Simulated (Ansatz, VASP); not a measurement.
One calculation of SrCo3, two programs

```
CELL_PARAMETERS angstrom
4.00683 0.00000 0.00000
0.00000 4.00683 0.00000
0.00000 0.00000 4.00683
ATOMIC_POSITIONS crystal
Sr 0.00000 0.00000 0.00000
Co 0.00000 0.50000 0.50000
Co 0.50000 0.50000 0.00000
Co 0.50000 0.00000 0.50000
```

Alike in both runs: task single point; functional PBE; k mesh 8 × 8 × 8; occupations gaussian, width 0.05 eV; no spin polarisation.

|  | VASP | Ansatz |
| --- | --- | --- |
| version | VASP 6.6.1 | Ansatz 0.2.0 |
| potentials or method | VASP PAW PBE potentials, release 64 (Sr_sv, Co), cutoff 520 eV | scalar-relativistic, plane waves, PAW |
| valence electrons in the cell | 37 | 61 |

```tsv
	VASP	Ansatz	Ansatz less VASP
gap on the k mesh at the Fermi level (eV)	none	none	-
pressure (GPa)	-3.9	-4.4	-0.51
```

A gap of «none» marks a metal or a gap that the smearing closes. VASP's potentials hold 37 valence electrons a cell and Ansatz's 61, so a difference there can come from the potentials and not from the codes.
